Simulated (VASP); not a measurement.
# LiTc12 (a cell with a defect): single point with PBE

The system is LiTc12 (a cell with a defect).

```
Tc Li
1.0
     5.48000    0.00000    0.00000
    -4.11000    7.11873    0.00000
     0.00000    0.00000    4.39496
Tc Li
12 1
Direct
  0.97470 0.98924 0.96630
  0.15581 0.23043 0.53473
  0.00112 0.33317 0.01045
  0.17262 0.55865 0.51105
  0.00686 0.66902 0.00058
  0.14954 0.86722 0.52086
  0.51169 0.99105 0.96309
  0.69294 0.23239 0.53175
  0.51798 0.35430 0.97704
  0.66068 0.55253 0.49746
  0.49491 0.66290 0.98706
  0.66640 0.88835 0.48752
  0.33392 0.11075 0.24898
```

```
Program             : VASP 6.6.1
Task                : single point
Functional          : PBE
Potentials or basis : VASP PAW PBE potentials, release 64 (Tc_pv, Li_sv)
Cutoff              : 650 eV
k mesh              : 4 × 3 × 4
Occupations         : gaussian, width 0.05 eV
Spin                : no spin polarisation
```

The pressure is 20.5 GPa. The largest force is 0.050 eV/Å. The band gap on the k mesh is zero (an odd number of electrons rules out a gap without spin polarisation).

Forces in eV/Å, atoms in the order of the input:
```
Tc  -0.030 -0.015 -0.036
Tc  -0.022  0.014  0.031
Tc   0.001  0.002 -0.023
Tc   0.002 -0.005  0.011
Tc  -0.001  0.001 -0.014
Tc   0.002 -0.033  0.036
Tc   0.025 -0.013 -0.032
Tc   0.032  0.010  0.036
Tc  -0.006  0.035 -0.033
Tc   0.001 -0.002  0.013
Tc   0.000  0.004 -0.012
Tc  -0.001  0.000  0.023
Li  -0.002  0.001  0.001
```

Stress tensor (GPa, compression positive):
```
20.73 -0.59 -0.40
-0.59 20.63  0.52
-0.40  0.52 20.01
```

Levels at points of the mesh, in eV from the Fermi level:
```csv
k point,band 77,band 78,band 79,band 80,band 81,band 82
"(0.00, 0.00, 0.00)",-0.68,-0.63,-0.42,-0.13,-0.05,1.13
"(0.50, 0.00, 0.00)",-0.48,-0.42,-0.33,0.00,0.02,0.26
"(0.00, 0.00, 0.50)",-0.07,0.11,0.12,0.18,0.26,0.53
"(0.50, 0.00, 0.50)",-0.63,-0.42,-0.41,-0.20,-0.07,0.01
```

It took 11 min on 1 thread of Intel(R) Xeon(R) Platinum 8488C (Sapphire Rapids), with other jobs on the host, peak memory 0.57 GiB.
